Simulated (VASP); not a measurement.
MnSb:

```xyz
4
Lattice="4.1500 0.0000 0.0000 -2.0750 3.5940 0.0000 0.0000 0.0000 5.7800" Properties=species:S:1:pos:R:3 pbc="T T T"
Sb    2.0750    1.1980    4.3350
Sb    0.0000    2.3960    1.4450
Mn    0.0000    0.0000    2.8900
Mn    0.0000    0.0000    0.0000
```

Base run:

* Program: VASP 6.6.1
* Functional: LDA
* Potentials or basis: VASP PAW LDA potentials, release 64 (Sb_d_GW, Mn_sv)
* Cutoff: 680 eV
* k mesh: 7 × 7 × 5
* Occupations: fermi-dirac, width 0.05 eV
* Spin: collinear spin, ferromagnetic start
* Starting moments: [0.0, 0.0, 4.0, 4.0] μB

Its results: pressure -11.4 GPa; net moment 6.40 μB per cell; site moments Sb -0.11; Mn +3.04 μB.

Problem. The run is repeated on the same cell with these changes: hubbard terms from none to Mn d U = 4.5 eV. What comes out?

Solution. Pressure 0.3 GPa; net moment 7.96 μB per cell; site moments Sb -0.19; Mn +4.02 μB.

Caveats: the run started ferromagnetic, and an antiferromagnetic order may lie lower in energy; the cell stands under tension (at least some runs); the U is typed as a test and isn't derived for this compound (at least some runs).
